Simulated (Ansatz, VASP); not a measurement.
# Two plane-wave programs on EuS

Contents of INCAR:

```
SYSTEM = EuS
PREC = Accurate
ENCUT = 600
EDIFF = 1E-6
ISMEAR = 0
SIGMA = 0.05
LREAL = .False.
LASPH = .True.
NELM = 200
ALGO = Normal
ISIF = 2
LWAVE = .False.
LCHARG = .False.
ISPIN = 2
MAGMOM = 7 -7 0 0
LORBIT = 11
LMAXMIX = 6
LDAU = .True.
LDAUTYPE = 2
LDAUL = 3 -1
LDAUU = 6 0
LDAUJ = 0 0
LDAUPRINT = 1
GGA = PS
NBANDS = 35
GGA_COMPAT = .False.
```

Contents of KPOINTS:

```
regular mesh
0
Gamma
  8 8 4
  0 0 0
```

POSCAR

```
EuS
1.0
    0.0000000000      2.9785018670      2.9785018670
    5.9570037340      2.9785018670      2.9785018670
    5.9570037340      5.9570037340      0.0000000000
Eu S
2 2
Direct
    0.5000000000      0.5000000000      0.0000000000
    0.5000000000      0.5000000000      0.5000000000
    0.0000000000      0.0000000000      0.0000000000
    0.0000000000      0.0000000000      0.5000000000
```

Input for Ansatz:

```yaml
crystal:
  lattice:
    - [0.0, 2.978501867, 2.978501867]
    - [5.957003734, 2.978501867, 2.978501867]
    - [5.957003734, 5.957003734, 0.0]
  atoms:
    - { symbol: Eu, position: [0.5, 0.5, 0.0], spin: 7.0 }
    - { symbol: S, position: [0.0, 0.0, 0.0] }
    - { symbol: Eu, position: [0.5, 0.5, 0.5], spin: -7.0 }
    - { symbol: S, position: [0.0, 0.0, 0.5] }
basis:
  ecutwfc: 420
  ecutrho_ratio: 4
kpoints:
  mp_grid: { grid: [8, 8, 4] }
hamiltonian:
  xc: pbesol
  hubbard: { sites: [{ species: Eu, l: f, u_eff: 6.0 }] }
scf:
  occupations: { method: gaussian, width: 0.05 }
  lower_state_search: "off"
output:
  forces: true
  stress: true
  eigenvalues: true
  populations: true
  hubbard: { sites: [{ species: Eu, l: f }] }
magnetization:
  spin_polarized: true
checkpoint:
  read: start.run
  write: ck
  compress: false
  write_wavefunctions: false
  write_every: 100000
```

Alike in both runs: task single point; functional PBEsol; k mesh 8 × 8 × 4; occupations gaussian, width 0.05 eV; collinear spin; Hubbard terms Eu f U = 6.0 eV.

|  | VASP | Ansatz |
| --- | --- | --- |
| version | VASP 6.6.1 | Ansatz 0.2.0 |
| potentials or method | VASP PAW PBE potentials, release 64 (Eu, S), cutoff 600 eV | scalar-relativistic, plane waves, PAW |
| valence electrons in the cell | 46 | 46 |

```tsv
	VASP	Ansatz	Ansatz less VASP
gap on the k mesh at the Fermi level (eV)	0.65	1.04	+0.391
least direct gap on the mesh (eV)	0.65	1.04	+0.391
pressure (GPa)	-1.6	-2.0	-0.36
net moment per atom (μB)	0.00	0.00	0.000
size of the moment on the site where the two differ most (μB)	6.72	6.85	+0.130
```

VASP's potentials were made for PBE, not for PBEsol. Site moments also hang on the region over which each program counts them. The programs project onto different local orbitals, so the same U acts differently, and such runs can settle in different states. Ansatz's warnings: stability check not made.

Neither program's run includes spin-orbit coupling.
